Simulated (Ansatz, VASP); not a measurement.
# BeZn2Te3 in VASP and in Ansatz

```xyz
6
Lattice="4.8068 0.0000 0.0000 0.0000 4.8068 0.0000 0.0000 0.0000 7.1567" Properties=species:S:1:pos:R:3 pbc="T T T"
Be    2.4034    2.4034    3.5783
Zn    0.0000    2.4034    0.0000
Zn    2.4034    0.0000    0.0000
Te    2.4034    2.4034    0.0000
Te    0.0000    0.0000    3.5783
Te    0.0000    0.0000    0.0000
```

Alike in both runs: task relaxation of cell and atoms; functional PBE; k mesh 4 × 4 × 4; occupations gaussian, width 0.1 eV; no spin polarisation.

|  | VASP | Ansatz |
| --- | --- | --- |
| version | VASP 6.6.1 | Ansatz 0.2.0 |
| potentials or method | VASP PAW PBE potentials, release 64 (Be, Zn, Te), cutoff 600 eV | scalar-relativistic, plane waves, PAW |
| valence electrons in the cell | 44 | 74 |

```csv
,VASP,Ansatz,Ansatz less VASP
"gap on the k mesh at the Fermi level, each at its own relaxed structure (eV)",none,none,-
relaxed volume (Å³/atom),29.76,29.78,+0.025
relaxed length of the cell vector where the two differ most in proportion (Å),5.898,5.906,+0.0083
```

A gap of «none» marks a metal or a gap that the smearing closes. VASP's potentials hold 44 valence electrons a cell and Ansatz's 74, so a difference there can come from the potentials and not from the codes.

Spin-orbit coupling is off throughout.
